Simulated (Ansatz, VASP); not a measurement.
## Eu in VASP and in Ansatz

```xyz
2
Lattice="4.3821 0.0000 0.0000 0.0000 4.3821 0.0000 0.0000 0.0000 4.3821" Properties=species:S:1:pos:R:3 pbc="T T T"
Eu    0.0000    0.0000    0.0000
Eu    2.1910    2.1910    2.1910
```

Alike in both runs: task single point; functional PBE; k mesh 8 × 8 × 8; occupations gaussian, width 0.05 eV; collinear spin.

|  | VASP | Ansatz |
| --- | --- | --- |
| version | VASP 6.6.1 | Ansatz 0.2.0 |
| potentials or method | VASP PAW PBE potentials, release 64 (Eu), cutoff 520 eV | scalar-relativistic, plane waves, PAW |
| valence electrons in the cell | 34 | 34 |

|  | VASP | Ansatz | Ansatz less VASP |
| --- | --- | --- | --- |
| gap on the k mesh at the Fermi level (eV) | none | none | - |
| pressure (GPa) | -0.3 | 0.0 | +0.34 |
| net moment per atom (μB) | 7.24 | 7.24 | +0.002 |
| size of the moment on the site where the two differ most (μB) | 6.66 | 7.00 | +0.342 |

Site moments also hang on the region over which each program counts them. A gap of «none» marks a metal or a gap that the smearing closes.

Spin-orbit coupling is off throughout.
